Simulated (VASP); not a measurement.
# Hf (P6_3/mmc) in VASP: notebook, part 3 of 3

VASP 6.6.1. Earlier steps stand in the parts before.

**4. Single point, PBE**

INCAR reads:

```
ALGO = Fast
EDIFF = 1E-6
ENCUT = 520
GGA = PE
ISIF = 2
ISMEAR = 0
LASPH = T
LCHARG = F
LREAL = F
LWAVE = F
NBANDS = 17
NELM = 100
PREC = Accurate
SIGMA = 0.1
```

KPOINTS reads:

```
k-points
0
Gamma
  18 18 8
```

POSCAR reads:

```
Hf
1.0
    3.2046131814      0.0000000029      0.0000000000
   -1.6023065932      2.7752764230      0.0000000000
    0.0000000000      0.0000000000      5.0684728984
Hf
2
Direct
    0.3333333333      0.6666666667      0.2500000000
    0.6666666667      0.3333333333      0.7500000000
```

Potentials or basis: VASP PAW PBE potentials, release 64 (Hf_pv).

Launch:

```bash
> cat potpaw_PBE.64/Hf_pv/POTCAR > POTCAR
> mpirun -np 1 vasp_std > vasp.out
```

OUTCAR:

```text
EDIFF = 1E-6
   ENCUT = 520
   GGA = PE
   ISIF = 2
   ISMEAR = 0
   LASPH = T
   LREAL = F
   NELM = 100
   PREC = Accurate

 ion  position               nearest neighbor table
   1  0.333  0.667  0.250-   2 3.14   2 3.14   2 3.14   2 3.14   2 3.14   2 3.14
   2  0.667  0.333  0.750-   1 3.14   1 3.14   1 3.14   1 3.14   1 3.14   1 3.14

  LATTYP: Found a hexagonal cell.
 ALAT       =     3.2046131814
 C/A-ratio  =     1.5816176903

  Lattice vectors:

 A1 = (   3.2046131814,   0.0000000029,   0.0000000000)
 A2 = (  -1.6023065932,   2.7752764230,   0.0000000000)
 A3 = (   0.0000000000,   0.0000000000,   5.0684728984)

Analysis of symmetry for initial positions (statically):
=====================================================================
 Subroutine PRICEL returns:
 Original cell was already a primitive cell.

 Routine SETGRP: Setting up the symmetry group for a
 hexagonal supercell.

 Subroutine GETGRP returns: Found 24 space group operations
 (whereof 12 operations were pure point group operations)
 out of a pool of 24 trial point group operations.

The static configuration has the point symmetry D_3d.
 The point group associated with its full space group is D_6h.

Analysis of symmetry for dynamics (positions and initial velocities):
=====================================================================
 Subroutine PRICEL returns:
 Original cell was already a primitive cell.

 Routine SETGRP: Setting up the symmetry group for a
 hexagonal supercell.

 Subroutine GETGRP returns: Found 24 space group operations
 (whereof 12 operations were pure point group operations)
 out of a pool of 24 trial point group operations.

The dynamic configuration has the point symmetry D_3d.
 The point group associated with its full space group is D_6h.

 Subroutine INISYM returns: Found 24 space group operations
 (whereof 12 operations are pure point group operations),
 and found     1 'primitive' translations

----------------------------------------------------------------------------------------

                                     Primitive cell

  volume of cell :      45.0774

  direct lattice vectors                    reciprocal lattice vectors
     3.204613181  0.000000003  0.000000000     0.312050142  0.180162234  0.000000000
    -1.602306593  2.775276423  0.000000000    -0.000000000  0.360324468  0.000000000
     0.000000000  0.000000000  5.068472898     0.000000000  0.000000000  0.197298086

  length of vectors
     3.204613181  3.204613181  5.068472898     0.360324468  0.360324468  0.197298086

  position of ions in fractional coordinates (direct lattice)
     0.333333333  0.666666667  0.250000000
     0.666666667  0.333333333  0.750000000

  ion indices of the primitive-cell ions
   primitive index   ion index
                 1           1
                 2           2

----------------------------------------------------------------------------------------

 KPOINTS: k-points

Automatic generation of k-mesh.
 Grid dimensions read from file:
 generate k-points for:   18   18    8

 Generating k-lattice:

  Cartesian coordinates                     Fractional coordinates (reciprocal lattice)
     0.017336119  0.010009013  0.000000000     0.055555556  0.000000000  0.000000000
    -0.000000000  0.020018026  0.000000000     0.000000000  0.055555556  0.000000000
     0.000000000  0.000000000  0.024662261     0.000000000  0.000000000  0.125000000

  Length of vectors
     0.020018026  0.020018026  0.024662261

  Shift w.r.t. Gamma in fractional coordinates (k-lattice)
     0.000000000  0.000000000  0.000000000

 Subroutine IBZKPT returns following result:
 ===========================================

 Found    185 irreducible k-points:

 Following reciprocal coordinates:
            Coordinates               Weight
  0.000000  0.000000  0.000000      1.000000
  0.055556  0.000000  0.000000      6.000000
  0.111111  0.000000  0.000000      6.000000
  0.166667 -0.000000  0.000000      6.000000
  0.222222 -0.000000  0.000000      6.000000
  0.277778  0.000000  0.000000      6.000000
[... 16 lines left out ...]
  0.333333  0.111111  0.000000     12.000000
  0.388889  0.111111  0.000000     12.000000
 [... further k-points ...]
   k-points           NKPTS =    185   k-points in BZ     NKDIM =    185   number of bands    NBANDS=     17
   number of dos      NEDOS =    301   number of ions     NIONS =      2
   total plane-waves  NPLWV =  23040
   dimension x,y,z NGX =    24 NGY =   24 NGZ =   40
   dimension x,y,z NGXF=    48 NGYF=   48 NGZF=   80
   ions per type =               2
   NGX,Y,Z   is equivalent  to a cutoff of  12.45, 12.45, 13.12 a.u.
   NGXF,Y,Z  is equivalent  to a cutoff of  24.90, 24.90, 26.24 a.u.
 SYSTEM =  unknown system
   PREC   = accura    normal or accurate (medium, high low for compatibility)
   ISTART =      0    job   : 0-new  1-cont  2-samecut
   ICHARG =      2    charge: 1-file 2-atom 10-const
   ISPIN  =      1    spin polarized calculation?
   LNONCOLLINEAR =      F non collinear calculations
   LSORBIT =      F    spin-orbit coupling
   LASPH  =      T    aspherical Exc in radial PAW
   ENCUT  =  520.0 eV  38.22 Ry    6.18 a.u.   5.96  5.96  9.42*2*pi/ulx,y,z
   NELM   =    100;   NELMIN=  2; NELMDL= -5     # of ELM steps
   EDIFF  = 0.1E-05   stopping-criterion for ELM
   LREAL  =      F    real-space projection
   EDIFFG = 0.1E-04   stopping-criterion for IOM
   NSW    =      0    number of steps for IOM
   IBRION =     -1    ionic relax: 0-MD 1-quasi-New 2-CG
   NFREE  =      0    steps in history (QN), initial steepest desc. (CG)
   ISIF   =      2    stress and relaxation
   ISYM   =      2    0-nonsym 1-usesym 2-fastsym
   POTIM  = 0.5000    time-step for ionic-motion
   TEBEG  =    0.0;   TEEND  =   0.0 temperature during run
   PSTRESS=    0.0 pullay stress
   NELECT =      20.0000    total number of electrons
   NUPDOWN=      -1.0000    fix difference up-down
   EMIN   =  10.00;   EMAX   =-10.00  energy-range for DOS
   EFERMI =   0.00;   METHOD = LEGACY
   ISMEAR =     0;   SIGMA  =   0.10  broadening in eV -4-tet -1-fermi 0-gaus
   EFERMI_NEDOS =   21; number of points for ismear=-14 and -15
   IALGO  =     68    algorithm
   IMIX   =      4    mixing-type and parameters
     AMIX     =   0.40;   BMIX     =  1.00
     AMIX_MAG =   1.60;   BMIX_MAG =  1.00
  volume/ion in A,a.u.               =      22.54       152.10
  Fermi-wavevector in a.u.,A,eV,Ry     =   1.248624  2.359558 21.212340  1.559063
  Thomas-Fermi vector in A             =   2.382702
   LORBIT       =      0    0 simple, 1 ext, 2 COOP (PROOUT), +10 PAW based schemes
   GGA     = PE    functional components
   LHFCALC =     F    Hartree Fock is set to
   AEXX    =    0.0000 exact exchange contribution
   IVDW    =     0    specifies the selected vdW correction
   LEPSILON=     F    determine dielectric tensor
   LRPA    =     F    only Hartree local field effects (RPA)
 non-spin polarized calculation
 RMM-DIIS sequential band-by-band and
 Gauss-broadening in eV      SIGMA  =   0.10
  energy-cutoff  :      520.00
  volume of cell :       45.08
 maximum number of plane-waves:      1236
 NGX is ok and might be reduce to    24
   NGX = 11   NGY = 11   NGZ = 19

 number of electron      20.0000005 magnetization

 Free energy of the ion-electron system (eV)
  ---------------------------------------------------
  ext. energy  EPLUGINS =         0.00000000
  ---------------------------------------------------
  free energy    TOTEN  =       -19.85400699 eV

  energy without entropy =      -19.84705380  energy(sigma->0) =      -19.85053040

 E-fermi :   4.8778     XC(G=0): -11.2496

 val. band max:        4.8744202850   @ k =   0.2778   0.2778   0.2500
 cond. band min:       4.8912157867   @ k =   0.1667  -0.0000   0.1250
 fundamental gap:      0.0167955017
 Fermi energy:         4.8778396251

 k-point     1 :       0.0000    0.0000    0.0000
  band No.  band energies     occupation
      1     -26.2169      2.00000
      2     -25.4913      2.00000
      3     -25.4913      2.00000
      4     -25.3712      2.00000
      5     -25.3664      2.00000
      6     -25.3664      2.00000
[... 9 lines left out ...]
     16       7.4855      0.00000
     17      10.1591      0.00000
[... 441 lines left out ...]
 k-point    24 :       0.3889    0.1111    0.0000
  band No.  band energies     occupation
      1     -26.0103      2.00000
      2     -25.8739      2.00000
      3     -25.8613      2.00000
      4     -25.6891      2.00000
      5     -25.5850      2.00000
      6     -25.4934      2.00000
[... 9 lines left out ...]
     16      11.0340      0.00000
     17      11.5415      0.00000

 [... further k-points ...]

------------------------ aborting loop because EDIFF is reached ----------------------------------------

  FORCE on cell =-STRESS in cart. coord.  units (eV):
  Direction    XX          YY          ZZ          XY          YZ          ZX
  --------------------------------------------------------------------------------------
  -------------------------------------------------------------------------------------
  Total       -0.0907242     -0.0907242     -0.1191598     -0.0000000      0.0000000     -0.0000000
  in kB       -3.2245920     -3.2245920     -4.2352711     -0.0000000      0.0000000     -0.0000000
  external PRESSURE =      -3.5614850 kB  Pullay stress =       0.0000000 kB

 VOLUME and BASIS-vectors are now :
 -----------------------------------------------------------------------------
  energy-cutoff  :      520.00
  volume of cell :       45.08
      direct lattice vectors                 reciprocal lattice vectors
     3.204613181  0.000000003  0.000000000     0.312050142  0.180162234  0.000000000
    -1.602306593  2.775276423  0.000000000    -0.000000000  0.360324468  0.000000000
     0.000000000  0.000000000  5.068472898     0.000000000  0.000000000  0.197298086

 POSITION                                       TOTAL-FORCE (eV/Angst)
 -----------------------------------------------------------------------------------
     -0.00000      1.85018      1.26712        -0.000000     -0.000000      0.000000
      1.60231      0.92509      3.80135         0.000000      0.000000      0.000000
 -----------------------------------------------------------------------------------
    total drift:                               -0.000000      0.000000     -0.000000

  FREE ENERGIE OF THE ION-ELECTRON SYSTEM (eV)
  ---------------------------------------------------
  free  energy   TOTEN  =       -19.8540069910 eV

  energy  without entropy=      -19.8470538040  energy(sigma->0) =      -19.85053040
```

OSZICAR:

```text
N       E                     dE             d eps       ncg     rms          rms(c)
DAV:   1     0.499260419972E+02    0.49926E+02   -0.11370E+04  6314   0.112E+03
DAV:   2    -0.187742272927E+02   -0.68700E+02   -0.66970E+02  8224   0.247E+02
DAV:   3    -0.205638229562E+02   -0.17896E+01   -0.17753E+01  8021   0.268E+01
DAV:   4    -0.205785245202E+02   -0.14702E-01   -0.14690E-01  8070   0.291E+00
DAV:   5    -0.205786794487E+02   -0.15493E-03   -0.15490E-03  8069   0.260E-01    0.648E+01
RMM:   6    -0.200439758148E+02    0.53470E+00   -0.44427E-01  6305   0.404E+00    0.388E+01
RMM:   7    -0.198620549387E+02    0.18192E+00   -0.10555E+00  7197   0.618E+00    0.195E+00
RMM:   8    -0.198526600695E+02    0.93949E-02   -0.91229E-02  6913   0.214E+00    0.204E-01
RMM:   9    -0.198539010849E+02   -0.12410E-02   -0.13868E-02  8825   0.756E-01    0.455E-01
RMM:  10    -0.198541731518E+02   -0.27207E-03   -0.20242E-03  8930   0.288E-01    0.927E-01
RMM:  11    -0.198541334019E+02    0.39750E-04   -0.20398E-04  8786   0.106E-01    0.714E-01
RMM:  12    -0.198540137777E+02    0.11962E-03   -0.15842E-04  7186   0.776E-02    0.151E-01
RMM:  13    -0.198540077243E+02    0.60535E-05   -0.31483E-05  7536   0.369E-02    0.914E-02
RMM:  14    -0.198540069910E+02    0.73324E-06   -0.57615E-06  8062   0.167E-02
   1 F= -.19854007E+02 E0= -.19850530E+02  d E =-.695319E-02
```

Wall time 2.5 min (1 thread of Intel Xeon 8259CL, shared host); peak memory 0.25 GiB.

What came out:

```yaml
Free_energy: -19.8540 eV
Pressure: -0.4 GPa
Band_gap_on_the_k_mesh: zero (bands 10 and 11 overlap by 1.59 eV)
```

Levels at points of the mesh, in eV from the Fermi level:
```
           k point  band 6  band 7  band 8  band 9  band 10  band 11  band 12  band 13  band 14  band 15
(0.00, 0.00, 0.00)  -30.24   -7.37   -3.70    0.61     1.17     1.17     1.44     1.98     1.98     2.61
(0.50, 0.00, 0.00)  -30.33   -3.35   -2.73   -2.21    -0.83     0.78     0.85     1.66     5.83     6.33
(0.00, 0.00, 0.50)  -30.31   -5.40   -5.40    0.14     0.14     1.06     1.06     1.06     1.06     4.75
(0.50, 0.00, 0.50)  -30.44   -3.39   -3.39   -0.98    -0.98     1.14     1.14     2.62     2.62     6.03
```

Caveat: spin-orbit coupling is left out, which moves the levels of the heavy elements.

**5. Relaxation of cell and atoms, PBE**

This run uses another cell than the first one, of 22.26 Å³/atom.

INCAR reads:

```
ALGO = Fast
EDIFF = 1E-6
EDIFFG = -0.005
ENCUT = 600
GGA = PE
IBRION = 2
ISIF = 3
ISMEAR = 0
LASPH = T
LCHARG = F
LREAL = F
LWAVE = F
NELM = 60
NSW = 100
PREC = Accurate
SIGMA = 0.1
```

KPOINTS is that of step 4.

POSCAR reads:

```
Hf
1.0
    3.1923846300      0.0000000000      0.0000000000
   -1.5961923200      2.7646861900      0.0000000000
    0.0000000000      0.0000000000      5.0450416400
Hf
2
Direct
    0.3333333300      0.6666666700      0.2500000000
    0.6666666700      0.3333333300      0.7500000000
```

Launch:

```bash
> cat potpaw_PBE.64/Hf_pv/POTCAR > POTCAR
> mpirun -np 1 vasp_std > vasp.out
```

Wall time 8.3 min (1 thread of Intel Xeon 8259CL, shared host); peak memory 0.28 GiB.

Results (log left out):

```yaml
Free_energy: -19.8547 eV
Relaxed_volume: 22.44 Å³/atom
Relaxed_cell: a = 3.201 Å, b = 3.201 Å, c = 5.059 Å, α = 90.00°, β = 90.00°, γ = 120.00°
Space_group_after_relaxing_to_0.1_Å: P6_3/mmc (No. 194)
Energy_gained_by_relaxing: 0.5 meV/atom
Ionic_steps: 3
Pressure_after_relaxing: 0.0 GPa
Band_gap_on_the_k_mesh: zero (bands 10 and 11 overlap by 1.59 eV)
```

Step by step:
```
step  energy change (eV)  largest force (eV/Å)  pressure (GPa)  volume (Å³)
   1              0.0000                0.0000            0.88        44.53
   2              0.0005                0.0000           -1.03        45.32
   3             -0.0010                0.0000            0.02        44.88
```

Final structure:
```yaml
crystal:
  lattice:
    - [3.20069, 0.00000, 0.00000]
    - [-1.60034, 2.77188, 0.00000]
    - [0.00000, 0.00000, 5.05921]
  atoms:
    - { symbol: Hf, position: [0.33333, 0.66667, 0.25000] }
    - { symbol: Hf, position: [0.66667, 0.33333, 0.75000] }
```

Levels at points of the mesh, in eV from the Fermi level:
```csv
k point,band 7,band 8,band 9,band 10,band 11,band 12,band 13,band 14
"(0.00, 0.00, 0.00)",-7.38,-3.71,0.63,1.17,1.17,1.45,1.99,1.99
"(0.50, 0.00, 0.00)",-3.36,-2.75,-2.23,-0.82,0.77,0.86,1.67,5.85
"(0.00, 0.00, 0.50)",-5.41,-5.41,0.14,0.14,1.05,1.05,1.05,1.05
"(0.50, 0.00, 0.50)",-3.41,-3.41,-0.99,-0.99,1.15,1.15,2.62,2.62
```

Caveat: spin-orbit coupling is left out, which moves the levels of the heavy elements.

**6. Overview**

```tsv
task	cell	k mesh	cutoff (eV)	gap on the mesh (eV)	pressure (GPa)
single point	a = 3.205, b = 3.205, c = 5.068 Å, angles 90.0, 90.0, 120.0°, 2 atoms	12 × 12 × 7	500	none	-0.4
single point	a = 3.192, b = 3.192, c = 5.045 Å, angles 90.0, 90.0, 120.0°, 2 atoms	6 × 6 × 4	520	none	1.2
single point	a = 3.205, b = 3.205, c = 5.068 Å, angles 90.0, 90.0, 120.0°, 2 atoms	18 × 18 × 8	520	none	-0.4
relaxation of cell and atoms	relaxed from a = 3.192, b = 3.192, c = 5.045 Å, angles 90.0, 90.0, 120.0°, 2 atoms	18 × 18 × 8	600	none	0.0
```

Alike in all rows: level PBE; potentials or basis VASP PAW PBE potentials, release 64 (Hf_pv); no spin polarisation; smearing gaussian 0.1 eV.

Caveats: some runs use coarse meshes; spin-orbit coupling is left out, which moves the levels of the heavy elements.

Absolute energies hang on the potentials; compare differences alone.
